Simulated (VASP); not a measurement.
**Lu: single point with PBE**

Crystal: Lu.

```
Lu
1.0
     3.50708    0.00000    0.00000
    -1.75354    3.03722    0.00000
     0.00000    0.00000    5.47729
Lu
2
Direct
  0.33333 0.66667 0.25000
  0.66667 0.33333 0.75000
```

```yaml
Program: VASP 6.6.1
Task: single point
Functional: PBE
Potentials_or_basis: VASP PAW PBE potentials, release 64 (Lu)
Cutoff: 520 eV
k_mesh: 10 × 10 × 6
Occupations: fermi-dirac, width 0.2 eV
Spin: no spin polarisation
Dipole_correction: no
Further_INCAR_settings: ALGO = Normal; EDIFF = 1e-07; NBANDS = 32
```

* Pressure: 0.5 GPa
* Band gap on the k mesh: zero (bands 25 and 26 overlap by 1.84 eV)

Stress tensor (GPa, compression positive):
```
0.29 0.00 0.00
0.00 0.29 0.00
0.00 0.00 0.87
```

Levels at points of the mesh, in eV from the Fermi level:
| k point | band 21 | band 22 | band 23 | band 24 | band 25 | band 26 | band 27 | band 28 | band 29 | band 30 |
| --- | --- | --- | --- | --- | --- | --- | --- | --- | --- | --- |
| (0.00, 0.00, 0.00) | -4.88 | -4.86 | -4.85 | -2.38 | 0.66 | 2.19 | 2.19 | 2.62 | 2.93 | 2.93 |
| (0.50, 0.00, 0.00) | -4.88 | -4.86 | -2.34 | -1.39 | -0.83 | -0.36 | 1.60 | 1.85 | 2.40 | 6.14 |
| (0.00, 0.00, 0.50) | -4.85 | -4.85 | -4.35 | -4.35 | 1.22 | 1.22 | 2.10 | 2.10 | 2.10 | 2.10 |
| (0.50, 0.00, 0.50) | -4.88 | -4.88 | -2.09 | -2.09 | 0.10 | 0.10 | 1.37 | 1.37 | 3.35 | 3.35 |

Run time: 2 min on 1 thread of Intel Xeon 8259CL (shared host), peak memory 0.24 GiB.

Caveat: spin-orbit coupling is left out, which moves the levels of the heavy elements.
